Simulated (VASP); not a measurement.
SnTe (wurtzite type):

```
Sn Te
1.0
     4.55586    0.00000    0.00000
    -2.27793    3.94549    0.00000
     0.00000    0.00000    7.42605
Sn Te
2 2
Direct
  0.33333 0.66667 0.00000
  0.66667 0.33333 0.50000
  0.33333 0.66667 0.37600
  0.66667 0.33333 0.87600
```

* Program: VASP 6.6.1
* Task: relaxation of cell and atoms
* Functional: PBE
* Potentials or basis: VASP PAW PBE potentials, release 64 (Sn_d, Te)
* Cutoff: 500 eV
* k mesh: 9 × 9 × 5
* Occupations: fermi-dirac, width 0.05 eV
* Spin: no spin polarisation

At the start: pressure 15.9 GPa; volume 33.37 Å³/atom.

Task: Where does the relaxation end?

Result: Over 39 steps the energy falls by 570.8 meV/atom and the volume is 41.68 Å³/atom (+24.9 %); space group P6_3mc (No. 186, to 0.1 Å) before and after.

The path:
| step | energy change (eV) | largest force (eV/Å) | pressure (GPa) | volume (Å³) |
| --- | --- | --- | --- | --- |
| 1 | 0.0000 | 0.1320 | 15.86 | 133.48 |
| 2 | -1.7800 | 0.0007 | -2.40 | 207.98 |
| 3 | -1.9674 | 0.0113 | 0.15 | 183.94 |
| 4 | -1.9679 | 0.0111 | -0.04 | 185.27 |
| 5 | -1.9711 | 0.0427 | -0.03 | 185.22 |
| 6 | -1.9784 | 0.1467 | 0.01 | 185.05 |
| 7 | -1.9771 | 0.4043 | 0.17 | 184.52 |
| 8 | -1.9810 | 0.2439 | 0.06 | 184.87 |
| 9 | -1.9828 | 0.2506 | 0.05 | 184.91 |
| 10 | -1.9882 | 0.2720 | 0.02 | 185.03 |
| 11 | -1.9991 | 0.3182 | -0.03 | 185.22 |
| 12 | -2.0189 | 0.4281 | -0.14 | 185.45 |
| 13 | -2.0234 | 0.7199 | -0.25 | 185.20 |
| 14 | -2.0282 | 0.5895 | -0.22 | 185.42 |
| 15 | -2.0315 | 0.5894 | -0.24 | 185.43 |
| 16 | -2.0409 | 0.5895 | -0.32 | 185.42 |
| 17 | -2.0566 | 0.5938 | -0.46 | 185.35 |
| 18 | -2.0697 | 0.6089 | -0.72 | 185.00 |
| 19 | -2.0973 | 0.5366 | -0.79 | 184.08 |
| 20 | -2.1626 | 0.3487 | -0.98 | 181.33 |
| 21 | -2.2240 | 0.0971 | -1.07 | 175.79 |
| 22 | -2.2260 | 0.0635 | -1.02 | 174.57 |
| 23 | -2.2648 | 0.0569 | -0.57 | 171.10 |
| 24 | -2.2816 | 0.0462 | 0.01 | 167.41 |
| 25 | -2.2817 | 0.0448 | 0.08 | 167.05 |
| 26 | -2.2817 | 0.0453 | 0.05 | 167.20 |
| 27 | -2.2821 | 0.0337 | -0.01 | 167.47 |
| 28 | -2.2821 | 0.0204 | -0.08 | 167.78 |
| 29 | -2.2822 | 0.0235 | -0.06 | 167.71 |
| 30 | -2.2823 | 0.0214 | -0.02 | 167.51 |
| 31 | -2.2824 | 0.0201 | -0.02 | 167.37 |
| 32 | -2.2826 | 0.0172 | 0.02 | 167.08 |
| 33 | -2.2825 | 0.0119 | 0.09 | 166.52 |
| 34 | -2.2826 | 0.0150 | 0.05 | 166.84 |
| 35 | -2.2827 | 0.0139 | 0.05 | 166.80 |
| 36 | -2.2830 | 0.0113 | 0.04 | 166.71 |
| 37 | -2.2832 | 0.0068 | 0.03 | 166.51 |
| 38 | -2.2832 | 0.0074 | 0.04 | 166.54 |
| 39 | -2.2833 | 0.0022 | 0.00 | 166.71 |

Final structure:
```
Sn Te
1.0
     5.43153    0.00000    0.00000
    -2.71577    4.70384    0.00000
     0.00000    0.00000    6.52504
Sn Te
2 2
Cartesian
  0.0000 3.1359 6.2215
  2.7158 1.5679 2.9590
  0.0000 3.1359 2.7570
  2.7158 1.5679 6.0195
```

Caveat: the volume moved by over 15 % at a fixed basis, so the end points are rough.
